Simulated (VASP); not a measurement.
# Te (P6/mmm) in VASP: a series of runs

The runs below take Te through single point, relaxation of cell and atoms, with PBE.

Program: VASP 6.6.1. These are calculated values, not measurements. Logs are shortened: lines on timing, memory, paths and dates and some standing lists are left out, and cuts for length are marked.

## Step 1: The cell of the first run

Symmetry: P6/mmm, No. 191, hexagonal system. Conventional cell: a = 5.758 Å, b = 5.758 Å, c = 3.400 Å, α = 90.00°, β = 90.00°, γ = 120.00°. Te (site symmetry 6/mmm) has 14 Te at 3.40 to 3.73 Å within 4.5 Å. Te (site symmetry -6m2) has 11 Te at 3.32 to 3.73 Å within 4.4 Å.

## Step 2: Single point, PBE (volume scaled by 1.12)

Input file INCAR:

```
SYSTEM = Te
ALGO = Normal ; EDIFF = 1E-6
ENCUT = 520 ; GGA = PE
ISIF = 2 ; ISMEAR = -1
LASPH = .True. ; LCHARG = .False.
LREAL = .False. ; LWAVE = .False.
NBANDS = 16 ; NELM = 100
PREC = Accurate ; SIGMA = 0.1
```

Input file KPOINTS:

```
k-points
0
Gamma
  8 8 11
  0 0 0
```

Input file POSCAR:

```
Te
1.0
    5.7583943778      0.0000000000      0.0000000000
   -2.8791971889      4.9869158162      0.0000000000
    0.0000000000      0.0000000000      3.4000177201
Te
3
Direct
    1.0000000000      0.0000000000      0.0000000000
    0.3333333333      0.6666666667      0.5000000000
    0.6666666667      0.3333333333      0.5000000000
```

Potentials or basis: VASP PAW PBE potentials, release 64 (Te).

Run with:

```
$ cat potpaw_PBE.64/Te/POTCAR > POTCAR
$ mpirun -np 1 vasp_std > vasp.out
```

OUTCAR:

```text
SYSTEM = Te
   EDIFF = 1E-6
   ENCUT = 520
   GGA = PE
   ISIF = 2
   ISMEAR = -1
   LASPH = .True.
   LREAL = .False.
   NELM = 100
   PREC = Accurate

 ion  position               nearest neighbor table
   1  0.000  0.000  0.000-
   2  0.333  0.667  0.500-   3 3.32   3 3.32   3 3.32
   3  0.667  0.333  0.500-   2 3.32   2 3.32   2 3.32

  LATTYP: Found a hexagonal cell.
 ALAT       =     5.7583943778
 C/A-ratio  =     0.5904454431

  Lattice vectors:

 A1 = (   5.7583943778,   0.0000000000,   0.0000000000)
 A2 = (  -2.8791971889,   4.9869158162,   0.0000000000)
 A3 = (   0.0000000000,   0.0000000000,   3.4000177201)

Analysis of symmetry for initial positions (statically):
=====================================================================
 Subroutine PRICEL returns:
 Original cell was already a primitive cell.

 Routine SETGRP: Setting up the symmetry group for a
 hexagonal supercell.

 Subroutine GETGRP returns: Found 24 space group operations
 (whereof 24 operations were pure point group operations)
 out of a pool of 24 trial point group operations.

The static configuration has the point symmetry D_6h.

Analysis of symmetry for dynamics (positions and initial velocities):
=====================================================================
 Subroutine PRICEL returns:
 Original cell was already a primitive cell.

 Routine SETGRP: Setting up the symmetry group for a
 hexagonal supercell.

 Subroutine GETGRP returns: Found 24 space group operations
 (whereof 24 operations were pure point group operations)
 out of a pool of 24 trial point group operations.

The dynamic configuration has the point symmetry D_6h.

 Subroutine INISYM returns: Found 24 space group operations
 (whereof 24 operations are pure point group operations),
 and found     1 'primitive' translations

----------------------------------------------------------------------------------------

                                     Primitive cell

  volume of cell :      97.6370

  direct lattice vectors                    reciprocal lattice vectors
     5.758394378  0.000000000  0.000000000     0.173659519  0.100262370  0.000000000
    -2.879197189  4.986915816  0.000000000     0.000000000  0.200524741  0.000000000
     0.000000000  0.000000000  3.400017720     0.000000000  0.000000000  0.294116114

  length of vectors
     5.758394378  5.758394378  3.400017720     0.200524741  0.200524741  0.294116114

  position of ions in fractional coordinates (direct lattice)
     0.000000000  0.000000000  0.000000000
     0.333333333  0.666666667  0.500000000
     0.666666667  0.333333333  0.500000000

  ion indices of the primitive-cell ions
   primitive index   ion index
                 1           1
                 2           2
                 3           3

----------------------------------------------------------------------------------------

 KPOINTS: k-points

Automatic generation of k-mesh.
 Grid dimensions read from file:
 generate k-points for:    8    8   11

 Generating k-lattice:

  Cartesian coordinates                     Fractional coordinates (reciprocal lattice)
     0.021707440  0.012532796  0.000000000     0.125000000 -0.000000000  0.000000000
     0.000000000  0.025065593  0.000000000     0.000000000  0.125000000  0.000000000
     0.000000000  0.000000000  0.026737829     0.000000000  0.000000000  0.090909091

  Length of vectors
     0.025065593  0.025065593  0.026737829

  Shift w.r.t. Gamma in fractional coordinates (k-lattice)
     0.000000000  0.000000000  0.000000000

 Subroutine IBZKPT returns following result:
 ===========================================

 Found     60 irreducible k-points:

 Following reciprocal coordinates:
            Coordinates               Weight
  0.000000  0.000000  0.000000      1.000000
  0.125000 -0.000000  0.000000      6.000000
  0.250000 -0.000000  0.000000      6.000000
  0.375000  0.000000  0.000000      6.000000
  0.500000 -0.000000  0.000000      3.000000
  0.125000  0.125000  0.000000      6.000000
[... 16 lines left out ...]
  0.250000 -0.000000  0.181818     12.000000
  0.375000  0.000000  0.181818     12.000000
 [... further k-points ...]
   k-points           NKPTS =     60   k-points in BZ     NKDIM =     60   number of bands    NBANDS=     16
   number of dos      NEDOS =    301   number of ions     NIONS =      3
   total plane-waves  NPLWV =  64512
   dimension x,y,z NGX =    48 NGY =   48 NGZ =   28
   dimension x,y,z NGXF=    96 NGYF=   96 NGZF=   56
   ions per type =               3
   NGX,Y,Z   is equivalent  to a cutoff of  13.86, 13.86, 13.69 a.u.
   NGXF,Y,Z  is equivalent  to a cutoff of  27.72, 27.72, 27.38 a.u.
 SYSTEM =  Te
   PREC   = accura    normal or accurate (medium, high low for compatibility)
   ISTART =      0    job   : 0-new  1-cont  2-samecut
   ICHARG =      2    charge: 1-file 2-atom 10-const
   ISPIN  =      1    spin polarized calculation?
   LNONCOLLINEAR =      F non collinear calculations
   LSORBIT =      F    spin-orbit coupling
   LASPH  =      T    aspherical Exc in radial PAW
   ENCUT  =  520.0 eV  38.22 Ry    6.18 a.u.  10.71 10.71  6.32*2*pi/ulx,y,z
   NELM   =    100;   NELMIN=  2; NELMDL= -5     # of ELM steps
   EDIFF  = 0.1E-05   stopping-criterion for ELM
   LREAL  =      F    real-space projection
   EDIFFG = 0.1E-04   stopping-criterion for IOM
   NSW    =      0    number of steps for IOM
   IBRION =     -1    ionic relax: 0-MD 1-quasi-New 2-CG
   NFREE  =      0    steps in history (QN), initial steepest desc. (CG)
   ISIF   =      2    stress and relaxation
   ISYM   =      2    0-nonsym 1-usesym 2-fastsym
   POTIM  = 0.5000    time-step for ionic-motion
   TEBEG  =    0.0;   TEEND  =   0.0 temperature during run
   PSTRESS=    0.0 pullay stress
   NELECT =      18.0000    total number of electrons
   NUPDOWN=      -1.0000    fix difference up-down
   EMIN   =  10.00;   EMAX   =-10.00  energy-range for DOS
   EFERMI =   0.00;   METHOD = LEGACY
   ISMEAR =    -1;   SIGMA  =   0.10  broadening in eV -4-tet -1-fermi 0-gaus
   EFERMI_NEDOS =   21; number of points for ismear=-14 and -15
   IALGO  =     38    algorithm
   IMIX   =      4    mixing-type and parameters
     AMIX     =   0.40;   BMIX     =  1.00
     AMIX_MAG =   1.60;   BMIX_MAG =  1.00
  volume/ion in A,a.u.               =      32.55       219.63
  Fermi-wavevector in a.u.,A,eV,Ry     =   0.931739  1.760731 11.811721  0.868137
  Thomas-Fermi vector in A             =   2.058263
   LORBIT       =      0    0 simple, 1 ext, 2 COOP (PROOUT), +10 PAW based schemes
   GGA     = PE    functional components
   LHFCALC =     F    Hartree Fock is set to
   AEXX    =    0.0000 exact exchange contribution
   IVDW    =     0    specifies the selected vdW correction
   LEPSILON=     F    determine dielectric tensor
   LRPA    =     F    only Hartree local field effects (RPA)
 non-spin polarized calculation
  energy-cutoff  :      520.00
  volume of cell :       97.64
 maximum number of plane-waves:      2669
 NGX is ok and might be reduce to    48
   NGX = 21   NGY = 21   NGZ = 13

 number of electron      18.0000001 magnetization

 Free energy of the ion-electron system (eV)
  ---------------------------------------------------
  ext. energy  EPLUGINS =         0.00000000
  ---------------------------------------------------
  free energy    TOTEN  =        -8.26098881 eV

  energy without entropy =       -8.16055275  energy(sigma->0) =       -8.21077078

 E-fermi :   6.1610     XC(G=0):  -9.4761

 val. band max:        6.1417526554   @ k =   0.2500   0.1250   0.1818
 cond. band min:       6.1664991155   @ k =   0.3750   0.1250   0.4545
 fundamental gap:      0.0247464601
 Fermi energy:         6.1609610805

 k-point     1 :       0.0000    0.0000    0.0000
  band No.  band energies     occupation
      1      -6.8643      2.00000
      2      -4.2028      2.00000
      3      -4.1753      2.00000
      4       2.2113      2.00000
      5       2.2113      2.00000
      6       2.6714      2.00000
[... 8 lines left out ...]
     15      15.4329      0.00000
     16      15.5616      0.00000

 k-point     2 :       0.1250   -0.0000    0.0000
  band No.  band energies     occupation
      1      -6.7881      2.00000
      2      -4.3161      2.00000
      3      -4.2495      2.00000
      4       1.7946      2.00000
      5       1.9955      2.00000
      6       3.2393      2.00000
[... 8 lines left out ...]
     15      14.9319      0.00000
     16      15.2100      0.00000

 k-point     3 :       0.2500   -0.0000    0.0000
  band No.  band energies     occupation
      1      -6.5635      2.00000
      2      -4.6631      2.00000
      3      -4.3933      2.00000
      4       1.3689      2.00000
      5       2.1767      2.00000
      6       4.1091      2.00000
[... 8 lines left out ...]
     15      14.4928      0.00000
     16      14.7062      0.00000

 k-point     4 :       0.3750    0.0000    0.0000
  band No.  band energies     occupation
      1      -6.2070      2.00000
      2      -5.1607      2.00000
      3      -4.5108      2.00000
      4       1.1050      2.00000
      5       2.8375      2.00000
      6       5.0777      1.99996
[... 8 lines left out ...]
     15      13.8101      0.00000
     16      13.9970      0.00000
[... 324 lines left out ...]
 k-point    22 :       0.1250   -0.0000    0.1818
  band No.  band energies     occupation
      1      -6.4512      2.00000
      2      -4.0594      2.00000
      3      -4.0156      2.00000
      4       2.1330      2.00000
      5       2.3148      2.00000
      6       3.5743      2.00000
[... 8 lines left out ...]
     15      14.1702      0.00000
     16      14.4146      0.00000

 k-point    23 :       0.2500   -0.0000    0.1818
  band No.  band energies     occupation
      1      -6.2320      2.00000
      2      -4.3835      2.00000
      3      -4.1508      2.00000
      4       1.7261      2.00000
      5       2.4391      2.00000
      6       4.2843      2.00000
[... 8 lines left out ...]
     15      14.2415      0.00000
     16      14.5251      0.00000

 k-point    24 :       0.3750    0.0000    0.1818
  band No.  band energies     occupation
      1      -5.8861      2.00000
      2      -4.8602      2.00000
      3      -4.2548      2.00000
      4       1.4702      2.00000
      5       2.9779      2.00000
      6       4.6469      2.00000
[... 8 lines left out ...]
     15      14.0957      0.00000
     16      14.4153      0.00000

 [... further k-points ...]
[... 5 lines left out ...]
  --------------------------------------------------------------------------------------
  -------------------------------------------------------------------------------------
  Total       -2.4980815     -2.4980815     -3.5290540      0.0000000      0.0000000      0.0000000
  in kB      -40.9923260    -40.9923260    -57.9100936      0.0000000      0.0000000      0.0000000
  external PRESSURE =     -46.6315818 kB  Pullay stress =       0.0000000 kB

 VOLUME and BASIS-vectors are now :
 -----------------------------------------------------------------------------
  energy-cutoff  :      520.00
  volume of cell :       97.64
      direct lattice vectors                 reciprocal lattice vectors
     5.758394378  0.000000000  0.000000000     0.173659519  0.100262370  0.000000000
    -2.879197189  4.986915816  0.000000000     0.000000000  0.200524741  0.000000000
     0.000000000  0.000000000  3.400017720     0.000000000  0.000000000  0.294116114

 POSITION                                       TOTAL-FORCE (eV/Angst)
 -----------------------------------------------------------------------------------
      0.00000      0.00000      0.00000         0.000000      0.000000     -0.000000
     -0.00000      3.32461      1.70001        -0.000000      0.000000      0.000000
      2.87920      1.66231      1.70001        -0.000000      0.000000     -0.000000
 -----------------------------------------------------------------------------------
    total drift:                               -0.000000      0.000000     -0.000000

  FREE ENERGIE OF THE ION-ELECTRON SYSTEM (eV)
  ---------------------------------------------------
  free  energy   TOTEN  =        -8.2609888135 eV

  energy  without entropy=       -8.1605527467  energy(sigma->0) =       -8.21077078
```

Wall time 96 s (1 thread of AMD EPYC 7R43 (Zen 3), shared host); peak memory 0.23 GiB.

Results:

* Free energy: -8.2610 eV
* Pressure: -4.7 GPa
* Band gap on the k mesh: zero (band 9 reaches 8.35 eV, above the bottom of band 10 at 4.18 eV)

Stress tensor (GPa, compression positive):
```
-4.10  0.00  0.00
 0.00 -4.10  0.00
 0.00  0.00 -5.79
```

Caveat: the cell differs from its parent crystal (volume scaled by 1.12); spin-orbit coupling is left out, which moves the levels of the heavy elements.

## Step 3: Single point, PBE

This run uses another cell than the first one, of 29.06 Å³/atom, 0.893 times its volume.

Input file INCAR:

```
SYSTEM = Te
ALGO = Normal
EDIFF = 1E-6
ENCUT = 520
GGA = PE
ISIF = 2
ISMEAR = -1
LASPH = .True.
LCHARG = .False.
LREAL = .False.
LWAVE = .False.
NBANDS = 16
NELM = 100
PREC = Accurate
SIGMA = 0.1
```

Input file KPOINTS:

```
k-points
0
Gamma
  9 9 13
  0 0 0
```

Input file POSCAR:

```
Te
1.0
    5.5449214432      0.0000000000      0.0000000000
   -2.7724607216      4.8020428318      0.0000000000
    0.0000000000      0.0000000000      3.2739735986
Te
3
Direct
    1.0000000000      0.0000000000      0.0000000000
    0.3333333333      0.6666666667      0.5000000000
    0.6666666667      0.3333333333      0.5000000000
```

Potentials or basis: VASP PAW PBE potentials, release 64 (Te).

Run with:

```
$ cat potpaw_PBE.64/Te/POTCAR > POTCAR
$ mpirun -np 1 vasp_std > vasp.out
```

It took 93 s on 1 thread of AMD EPYC 7R43 (Zen 3), shared host; peak memory 0.21 GiB.

Results (log left out):

```yaml
Free_energy: -8.4480 eV
Pressure: -0.1 GPa
Band_gap_on_the_k_mesh: zero (band 9 reaches 10.33 eV, above the bottom of band 10 at 5.43 eV)
```

Stress tensor (GPa, compression positive):
```
 0.64  0.00  0.00
 0.00  0.64  0.00
 0.00  0.00 -1.55
```

Levels at points of the mesh, in eV from the Fermi level:
| k point | band 6 | band 7 | band 8 | band 9 | band 10 | band 11 | band 12 | band 13 |
| --- | --- | --- | --- | --- | --- | --- | --- | --- |
| (0.00, 0.00, 0.00) | -4.11 | -4.11 | 0.29 | 2.69 | 2.69 | 3.06 | 3.24 | 5.12 |

Caveat: spin-orbit coupling is left out, which moves the levels of the heavy elements.

## Step 4: Relaxation of cell and atoms, PBE

This run uses another cell than the first one, of 28.84 Å³/atom, 0.886 times its volume.

Input file INCAR:

```
SYSTEM = Te
PREC     = Accurate       ! precision mode
ENCUT    = 600            ! plane-wave cutoff, eV
EDIFF    = 1E-6           ! SCF threshold, eV
ISMEAR   = -1             ! smearing method
SIGMA    = 0.1            ! smearing width, eV
LREAL    = .FALSE.        ! projectors in reciprocal space
LASPH    = .TRUE.         ! aspherical terms in the spheres
NELM     = 60             ! most SCF steps
ALGO     = Normal         ! electronic algorithm
ISIF     = 3              ! what is computed and relaxed
LWAVE    = .FALSE.        ! write WAVECAR
LCHARG   = .FALSE.        ! write CHGCAR
GGA      = PE             ! functional
IBRION   = 2              ! ionic algorithm
NSW      = 80             ! ionic steps
EDIFFG   = -0.01          ! ionic threshold
```

Input file KPOINTS:

```
regular mesh
0
G
  7 7 9
  0 0 0
```

Input file POSCAR:

```
Te
1.0
    5.4620799878      0.0000000000      0.0000000000
   -2.7310399939      4.7303000269      0.0000000000
    0.0000000000      0.0000000000      3.3482550325
Te
3
Direct
    0.0000000000      0.0000000000      0.0000000000
    0.3333333333      0.6666666667      0.5000000000
    0.6666666667      0.3333333333      0.5000000000
```

Run with:

```
$ cat potpaw_PBE.64/Te/POTCAR > POTCAR
$ mpirun -np 1 vasp_std > vasp.out
```

It took 4.7 min on 1 thread of AMD EPYC 7R43 (Zen 3), shared host; peak memory 0.21 GiB.

The run converged. Its results:

```yaml
Free_energy: -8.4459 eV
Relaxed_volume: 28.99 Å³/atom
Relaxed_cell: a = 5.537 Å, b = 5.537 Å, c = 3.275 Å, α = 90.00°, β = 90.00°, γ = 120.00°
Space_group_after_relaxing_to_0.05_Å: P6/mmm (No. 191)
Energy_gained_by_relaxing: 1.6 meV/atom
Ionic_steps: 10
Pressure_after_relaxing: 0.0 GPa
Band_gap_on_the_k_mesh: zero (band 9 reaches 10.38 eV, above the bottom of band 10 at 5.83 eV)
```

The path:
```tsv
step	energy change (eV)	largest force (eV/Å)	pressure (GPa)	volume (Å³)
1	0.0000	0.0000	0.19	86.51
2	-0.0005	0.0000	-0.07	86.94
3	-0.0005	0.0000	-0.20	87.15
4	-0.0009	0.0000	-0.23	87.20
5	-0.0023	0.0000	-0.30	87.35
6	-0.0039	0.0000	-0.39	87.63
7	-0.0045	0.0000	-0.06	87.13
8	-0.0045	0.0000	-0.10	87.18
9	-0.0046	0.0000	-0.06	87.11
10	-0.0047	0.0000	0.01	86.96
```

Final structure:
```
Te
1.0
     5.53683    0.00000    0.00000
    -2.76842    4.79504    0.00000
     0.00000    0.00000    3.27535
Te
3
Direct
  0.00000 0.00000 0.00000
  0.33333 0.66667 0.50000
  0.66667 0.33333 0.50000
```

Levels at points of the mesh, in eV from the Fermi level:
```csv
k point,band 5,band 6,band 7,band 8,band 9,band 10,band 11,band 12,band 13
"(0.00, 0.00, 0.00)",-4.58,-4.12,-4.12,0.27,2.71,2.71,3.07,3.24,5.10
```

Caveat: spin-orbit coupling is left out, which moves the levels of the heavy elements.

## Step 5: The runs side by side

```tsv
task	cell	k mesh	cutoff (eV)	gap on the mesh (eV)	pressure (GPa)
single point	a = 5.758, b = 5.758, c = 3.400 Å, angles 90.0, 90.0, 120.0°, 3 atoms	8 × 8 × 11	520	none	-4.7
single point	a = 5.545, b = 5.545, c = 3.274 Å, angles 90.0, 90.0, 120.0°, 3 atoms	9 × 9 × 13	520	none	-0.1
relaxation of cell and atoms	relaxed from a = 5.462, b = 5.462, c = 3.348 Å, angles 90.0, 90.0, 120.0°, 3 atoms	7 × 7 × 9	600	none	0.0
```

Alike in all rows: level PBE; potentials or basis VASP PAW PBE potentials, release 64 (Te); no spin polarisation; smearing fermi-dirac 0.1 eV.

Caveats: spin-orbit coupling is left out, which moves the levels of the heavy elements.

Absolute energies hang on the potentials; compare differences alone.
